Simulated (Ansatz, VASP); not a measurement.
## One calculation of CuAu, two programs

The input INCAR:

```
SYSTEM = CuAu
PREC     = Accurate       ! precision mode
ENCUT    = 520            ! plane-wave cutoff, eV
EDIFF    = 1E-6           ! SCF threshold, eV
ISMEAR   = -1             ! smearing method
SIGMA    = 0.05           ! smearing width, eV
LREAL    = .FALSE.        ! projectors in reciprocal space
LASPH    = .TRUE.         ! aspherical terms in the spheres
NELM     = 80             ! most SCF steps
ALGO     = Normal         ! electronic algorithm
ISIF     = 2              ! what is computed and relaxed
LWAVE    = .FALSE.        ! write WAVECAR
LCHARG   = .FALSE.        ! write CHGCAR
GGA      = PS             ! functional
NBANDS   = 18             ! bands
```

File KPOINTS:

```
Automatic mesh
0
G
  9 9 7
  0 0 0
```

POSCAR

```
CuAu
1.0
    2.7727616977      0.0000000000      0.0000000000
    0.0000000000      2.7727616977      0.0000000000
    0.0000000000      0.0000000000      3.6351965976
Au Cu
1 1
Direct
    0.0000000000      0.0000000000      0.0000000000
    0.5000000000      0.5000000000      0.5000000000
```

input.yaml

```yaml
crystal:
  lattice:
    - [2.7727616977, 0.0, 0.0]
    - [0.0, 2.7727616977, 0.0]
    - [0.0, 0.0, 3.6351965976]
  atoms:
    - { symbol: Au, position: [0.0, 0.0, 0.0] }
    - { symbol: Cu, position: [0.5, 0.5, 0.5] }
hamiltonian:
  xc: pbesol
  pseudopotentials: { kind: paw }
kpoints:
  mp_grid: { grid: [9, 9, 7] }
scf:
  occupations: { method: fermi_dirac, width: 0.05 }
output:
  forces: true
  stress: true
  eigenvalues: true
```

Alike in both runs: task single point; functional PBEsol; k mesh 9 × 9 × 7; occupations fermi-dirac, width 0.05 eV; no spin polarisation.

|  | VASP | Ansatz |
| --- | --- | --- |
| version | VASP 6.6.1 | Ansatz 0.2.0 |
| potentials or method | VASP PAW PBE potentials, release 64 (Au, Cu) | Ansatz PAW |
| plane-wave cutoff (eV) | 520 | 420 |
| valence electrons in the cell | 22 | 38 |

```tsv
	VASP	Ansatz	Ansatz less VASP
gap on the k mesh at the Fermi level (eV)	none	none	-
pressure (GPa)	3.0	3.0	0.00
traceless stress, the component that is largest in VASP (GPa)	-0.52	-0.58	-0.059
```

VASP's potentials were made for PBE, not for PBEsol. A gap of «none» marks a metal or a gap that the smearing closes. With one functional, cell and mesh, what is left measures potentials, basis and numerics. VASP's potentials hold 22 valence electrons a cell and Ansatz's 38, so a difference there can come from the potentials and not from the codes.

Neither program's run includes spin-orbit coupling.
